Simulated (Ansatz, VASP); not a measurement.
Ta: VASP beside Ansatz

POSCAR

```
Ta
1.0
   -1.6512800000      1.6512800000      1.6512800000
    1.6512800000     -1.6512800000      1.6512800000
    1.6512800000      1.6512800000     -1.6512800000
Ta
1
Direct
    0.0000000000      0.0000000000      0.0000000000
```

File INCAR.step1:

```
SYSTEM = Ta
PREC = Accurate
ENCUT = 600
EDIFF = 1E-5
ISMEAR = -1
SIGMA = 0.05
LREAL = .FALSE.
LASPH = .TRUE.
NELM = 60
ALGO = Normal
LWAVE = .TRUE.
LCHARG = .FALSE.
GGA = PE
NBANDS = 12
```

The input INCAR.step2:

```
SYSTEM = Ta
PREC = Accurate
ENCUT = 600
EDIFF = 1E-7
ISMEAR = -1
SIGMA = 0.05
LREAL = .FALSE.
LASPH = .TRUE.
NELM = 60
ALGO = Normal
ISIF = 3
LWAVE = .FALSE.
LCHARG = .FALSE.
GGA = PE
LHFCALC = .TRUE.
AEXX = 0.25
PRECFOCK = Normal
IBRION = 2
NSW = 60
EDIFFG = -0.01
ISTART = 1
```

The input KPOINTS:

```
regular mesh
0
G
  6 6 6
  0 0 0
```

File input.yaml:

```yaml
crystal:
  lattice:
    - [-1.65128, 1.65128, 1.65128]
    - [1.65128, -1.65128, 1.65128]
    - [1.65128, 1.65128, -1.65128]
  atoms:
    - { symbol: Ta, position: [0.0, 0.0, 0.0] }
hamiltonian:
  xc: pbe0
  pseudopotentials: { kind: paw }
kpoints:
  mp_grid: { grid: [6, 6, 6] }
scf:
  occupations: { method: fermi_dirac, width: 0.05 }
output:
  forces: true
  stress: true
  write_density: true
  write_potential: true
  elf: true
  volumetric_format: npy
relax:
  f_tol: 0.01
  max_steps: 40
  cell: { stress_tol: 0.05 }
```

Alike in both runs: task relaxation of cell and atoms; functional PBE0; k mesh 6 × 6 × 6; occupations fermi-dirac, width 0.05 eV; no spin polarisation.

|  | VASP | Ansatz |
| --- | --- | --- |
| version | VASP 6.6.1 | Ansatz 0.2.0 |
| potentials or method | VASP PAW PBE potentials, release 64 (Ta_pv) | Ansatz PAW |
| plane-wave cutoff (eV) | 600 | 420 |
| valence electrons in the cell | 11 | 13 |

```tsv
	VASP	Ansatz	Ansatz less VASP
gap on the k mesh at the Fermi level, each at its own relaxed structure (eV)	none	none	-
relaxed volume (Å³/atom)	18.28	18.38	+0.099
relaxed cell length with the largest relative difference (Å)	2.875	2.880	+0.0052
```

A gap of «none» marks a metal or a gap that the smearing closes. VASP's potentials hold 11 valence electrons a cell and Ansatz's 13, so a difference there can come from the potentials and not from the codes.

The k mesh is coarse, so the values compare programs but aren't converged. Neither program's run includes spin-orbit coupling. Noted on Ansatz's run: the plane-wave basis is chosen anew once the cell has moved, so the energies of steps on either side of that aren't comparable.
